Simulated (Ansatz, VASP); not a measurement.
**Te2Mo in VASP and in Ansatz**

```
Te Mo
1.0
     3.50784    0.00000    0.00000
    -1.75392    3.03788    0.00000
     0.00000    0.00000   17.26094
Te Mo
2 1
Direct
  0.33333 0.66667 0.89522
  0.33333 0.66667 0.10478
  0.00000 0.00000 0.00000
```

Change from the starting cell: equal strain along all axes, cell held, atoms relaxed: -1.5 %.

Alike in both runs: functional r2SCAN; k mesh 12 × 12 × 2; occupations gaussian, width 0.02 eV; no spin polarisation.

Ansatz relaxed the structure, and its values are those at the end. VASP's run is a single point on that final structure, the one shown.

|  | VASP | Ansatz |
| --- | --- | --- |
| version | VASP 6.6.1 | Ansatz 0.2.0 |
| potentials or method | VASP PAW PBE potentials, release 64 (Te, Mo_sv), cutoff 520 eV | scalar-relativistic, plane waves, PAW |
| valence electrons in the cell | 26 | 46 |

|  | VASP | Ansatz | Ansatz less VASP |
| --- | --- | --- | --- |
| gap on the k mesh at the Fermi level (eV) | 1.26 | 1.25 | -0.002 |
| least direct gap on the mesh (eV) | 1.26 | 1.25 | -0.002 |
| rms of the force components (eV/Å) | 0.013 | 0.001 | -0.0124 |

VASP's potentials were made for PBE, not for r2SCAN. VASP's potentials hold 26 valence electrons a cell and Ansatz's 46, so a difference there can come from the potentials and not from the codes. Ansatz's warnings: stress scf threshold loose.

Neither program's run includes spin-orbit coupling.
